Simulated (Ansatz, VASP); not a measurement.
One calculation of ZnO, two programs

The input INCAR:

```
SYSTEM = ZnO
  PREC = Accurate
  ENCUT = 600
  EDIFF = 1E-6
  ISMEAR = -1
  SIGMA = 0.02
  LREAL = .False.
  LASPH = .True.
  NELM = 120
  ALGO = Normal
  ISIF = 2
  LWAVE = .False.
  LCHARG = .False.
  NBANDS = 26
  GGA_COMPAT = .False.
```

File KPOINTS:

```
regular mesh
0
Gamma
  11 11 6
  0 0 0
```

The input POSCAR:

```
ZnO
1.0
    3.2493987239      0.0000000000      0.0000000000
   -1.6246993619      2.8140618419      0.0000000000
    0.0000000000      0.0000000000      5.1517620000
Zn O
2 2
Direct
    0.3333333333      0.6666666667      0.0000000000
    0.6666666667      0.3333333333      0.5000000000
    0.3333333333      0.6666666667      0.3821000000
    0.6666666667      0.3333333333      0.8821000000
```

Input for Ansatz:

```yaml
crystal:
  lattice:
    - [3.2493987239, 0.0, 0.0]
    - [-1.6246993619, 2.8140618419, 0.0]
    - [0.0, 0.0, 5.151762]
  atoms:
    - { symbol: Zn, position: [0.3333333333, 0.6666666667, 0.0] }
    - { symbol: Zn, position: [0.6666666667, 0.3333333333, 0.5] }
    - { symbol: O, position: [0.3333333333, 0.6666666667, 0.3821] }
    - { symbol: O, position: [0.6666666667, 0.3333333333, 0.8821] }
kpoints:
  mp_grid: { grid: [11, 11, 6] }
  band_path:
    path:
      - [0.0, 0.0, 0.0]
      - [0.5, 0.0, 0.0]
      - [0.3333333333, 0.3333333333, 0.0]
      - [0.0, 0.0, 0.0]
      - [0.0, 0.0, 0.5]
      - [0.5, 0.0, 0.5]
      - [0.3333333333, 0.3333333333, 0.5]
      - [0.0, 0.0, 0.5]
      - [0.5, 0.0, 0.5]
    npoints: 5
scf:
  occupations: { method: fermi_dirac, width: 0.02 }
hamiltonian:
  xc: lda
  pseudopotentials: { kind: all_electron, lapw: { basis_error: 0.0005 } }
output:
  forces: true
  stress: true
  eigenvalues: true
```

Change from the starting cell: zz strain of -1 %.

Alike in both runs: task single point; functional LDA; k mesh 11 × 11 × 6; occupations fermi-dirac, width 0.02 eV; no spin polarisation.

|  | VASP | Ansatz |
| --- | --- | --- |
| version | VASP 6.6.1 | Ansatz 0.2.0 |
| potentials or method | VASP PAW LDA potentials, release 64 (Zn, O), cutoff 600 eV | all-electron LAPW, scalar-relativistic |

Ansatz gave:

| Quantity | Value |
| --- | --- |
| gap on the k mesh at the Fermi level (eV) | 0.78 |
| pressure (GPa) | -5.7 |
| traceless stress, the component that is largest in VASP (GPa) | 1.86 |
| rms of the force components (eV/Å) | 0.022 |

Question: Estimate VASP's values.

Answer: gap on the k mesh at the Fermi level (eV): 0.77; pressure (GPa): -4.9; traceless stress, the component that is largest in VASP (GPa): 1.90; rms of the force components (eV/Å): 0.025.

LDA's correlation is that of Perdew and Zunger in VASP and of Perdew and Wang (1992) in Ansatz. Atom by atom the forces differ by 0.003 eV/Å (rms over components). Ansatz ran all-electron here, and VASP with PAW potentials.
